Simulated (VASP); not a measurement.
# S: single point with PBEsol

The system is S.

```xyz
1
Lattice="4.2264 0.0000 0.0000 0.0000 2.0757 0.0000 -1.4085 0.0000 6.2804" Properties=species:S:1:pos:R:3 pbc="T T T"
S    -0.7042    1.0379    3.1402
```

This cell differs from its parent crystal: O replaced by S, lengths x 1.355, strained.

```
Program             : VASP 6.6.1
Task                : single point
Functional          : PBEsol
Potentials or basis : VASP PAW PBE potentials, release 64 (S)
Cutoff              : 520 eV
k mesh              : 4 × 8 × 4
Occupations         : gaussian, width 0.1 eV
Spin                : no spin polarisation
```

| Property | Result |
| --- | --- |
| Pressure | -1.1 GPa |
| Band gap on the k mesh | zero (band 3 reaches -0.70 eV, above the bottom of band 4 at -2.20 eV) |

Stress tensor (GPa, compression positive):
```
-0.87  0.00  0.00
 0.00 -2.52  0.00
 0.00  0.00 -0.03
```

Levels at points of the mesh, in eV from the Fermi level:
```csv
k point,band 1,band 2,band 3,band 4,band 5,band 6
"(0.00, 0.00, 0.00)",-15.87,-4.00,-3.58,3.73,6.08,8.98
"(0.50, 0.00, 0.00)",-15.81,-4.37,-3.89,5.65,6.66,7.13
"(0.00, 0.50, 0.00)",-8.17,-8.05,1.43,1.67,7.24,7.86
"(0.50, 0.50, 0.00)",-8.13,-7.98,1.19,1.49,6.74,7.41
"(0.00, 0.00, 0.50)",-15.87,-4.03,-3.59,4.55,5.64,7.40
"(0.50, 0.00, 0.50)",-15.81,-4.36,-3.90,5.58,7.07,7.44
"(0.00, 0.50, 0.50)",-8.17,-8.04,1.42,1.67,7.16,7.86
"(0.50, 0.50, 0.50)",-8.13,-7.98,1.19,1.49,6.74,7.39
```

Run time: 6.5 s on 1 thread of Intel(R) Xeon(R) 6975P-C (Granite Rapids), on a shared host, peak memory 0.16 GiB.

Caveat: the k points lie up to 0.38 Å⁻¹ apart; the cell differs from its parent crystal (O replaced by S, lengths x 1.355, strained); the PAW data sets were made with another functional, which shifts forces and pressure a little.
